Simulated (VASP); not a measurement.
The system is B.

```
B
1.0
     2.06222    0.00000    0.00000
    -1.03111    1.78593    0.00000
     0.00000    0.00000    1.92689
B
1
Direct
  0.00000 0.00000 0.00000
```

This isn't the form of B at room conditions, which is rhombohedral.

* Program: VASP 6.6.1
* Task: relaxation of cell and atoms
* Functional: PBE
* Potentials or basis: VASP PAW PBE potentials, release 64 (B)
* Cutoff: 500 eV
* k mesh: 9 × 9 × 8
* Occupations: gaussian, width 0.1 eV
* Spin: no spin polarisation

At the start: pressure -14.0 GPa; volume 7.10 Å³/atom.

Task: Where does the relaxation end?

Result: Over 9 steps the energy falls by 254.5 meV/atom and the volume is 6.50 Å³/atom (-8.5 %); space group P6/mmm (No. 191, to 0.1 Å) before and after.

Step by step:
| step | energy change (eV) | largest force (eV/Å) | pressure (GPa) | volume (Å³) |
| --- | --- | --- | --- | --- |
| 1 | 0.0000 | 0.0000 | -13.96 | 7.10 |
| 2 | -0.1257 | 0.0000 | -4.21 | 6.47 |
| 3 | -0.1654 | 0.0000 | 17.35 | 5.97 |
| 4 | -0.2373 | 0.0000 | 16.11 | 6.13 |
| 5 | -0.2373 | 0.0000 | 16.09 | 6.13 |
| 6 | -0.2486 | 0.0000 | -7.84 | 6.69 |
| 7 | -0.2541 | 0.0000 | 0.10 | 6.48 |
| 8 | -0.2544 | 0.0000 | -0.02 | 6.50 |
| 9 | -0.2545 | 0.0000 | 0.02 | 6.50 |

Final structure:
```xyz
1
Lattice="1.8400 0.0000 0.0000 -0.9200 1.5935 0.0000 0.0000 0.0000 2.2153" Properties=species:S:1:pos:R:3 pbc="T T T"
B     0.0000    0.0000    0.0000
```

Caveat: the k points lie up to 0.44 Å⁻¹ apart in the final cell, too coarse for converged energies and pressures of a metal.
